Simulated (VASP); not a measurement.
Mg, 1 atom in the cell. The structure is tetragonal, space group I4/mmm (No. 139). Conventional cell: a = 3.610 Å, b = 3.610 Å, c = 3.302 Å, α = 90.00°, β = 90.00°, γ = 90.00°. Within 4.0 Å of Mg (site symmetry 4/mmm) lie 14 Mg at 3.04 to 3.61 Å. 

- Program: VASP 6.6.1
- Task: single point
- Functional: PBE
- Potentials or basis: VASP PAW PBE potentials, release 64 (Mg)
- Cutoff: 600 eV
- k mesh: 4 × 4 × 4
- Occupations: tetrahedron
- Spin: collinear spin
- Starting moments: [5.0] μB
- Dipole correction: no
- Charge: 0.25
- Further INCAR settings: ALGO = Normal; EDIFF = 1e-06; NBANDS = 11; NELECT = 1.75

Potentials or basis: VASP PAW PBE potentials, release 64 (Mg).

Command:

```console
$ cat potpaw_PBE.64/Mg/POTCAR > POTCAR
$ mpirun -np 1 vasp_std > vasp.out
```

Hardware: 1 thread of Intel(R) Xeon(R) Platinum 8375C CPU @ 2.90GHz (Ice Lake), on a shared host.

Problem. Estimate the wall time of this run.

Solution. Wall time 7.8 s on 1 thread of Intel(R) Xeon(R) Platinum 8375C CPU @ 2.90GHz (Ice Lake), with other jobs on the host, peak memory 0.15 GiB. Counts: scf iterations 14, k points 13.
